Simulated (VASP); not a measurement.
Wanted: the native input for a VASP 6.6.1 run.

```
Task                   : single point
Functional             : PBE
Potentials or basis    : VASP PAW PBE potentials, release 64 (Zn)
Cutoff                 : 520 eV
k mesh                 : 22 × 22 × 22
Occupations            : gaussian, width 0.15 eV
Spin                   : no spin polarisation
Dipole correction      : no
Further INCAR settings : ALGO = Fast; EDIFF = 1e-07; NBANDS = 12
```

The structure of Zn lies in POSCAR:

```
Zn
1.0
    0.5587496027      2.2797442724      2.2797442724
    2.2797442724      0.5587496027      2.2797442724
    2.2797442724      2.2797442724      0.5587496027
Zn
1
Direct
    0.0000000000      0.0000000000      0.0000000000
```

These files were run (other wordings do the same):

INCAR

```
ALGO = Fast
EDIFF = 1E-7
ENCUT = 520
GGA = PE
ISIF = 2
ISMEAR = 0
LASPH = T
LCHARG = F
LREAL = F
LWAVE = F
NBANDS = 12
NELM = 100
PREC = Accurate
SIGMA = 0.15
```

KPOINTS

```
k-points
0
Gamma
  22 22 22
```

Potentials or basis: VASP PAW PBE potentials, release 64 (Zn).

Run with:

```console
$ cat potpaw_PBE.64/Zn/POTCAR > POTCAR
$ mpirun -np 1 vasp_std > vasp.out
```

Results of the run:

The pressure is 13.5 GPa and the band gap on the k mesh is zero (bands 6 and 7 overlap by 7.08 eV).

Caveat: the cell stands under pressure.

Run time: 4.9 min on 1 thread of Intel Xeon 8259CL, with other jobs on the host, peak memory 0.29 GiB.
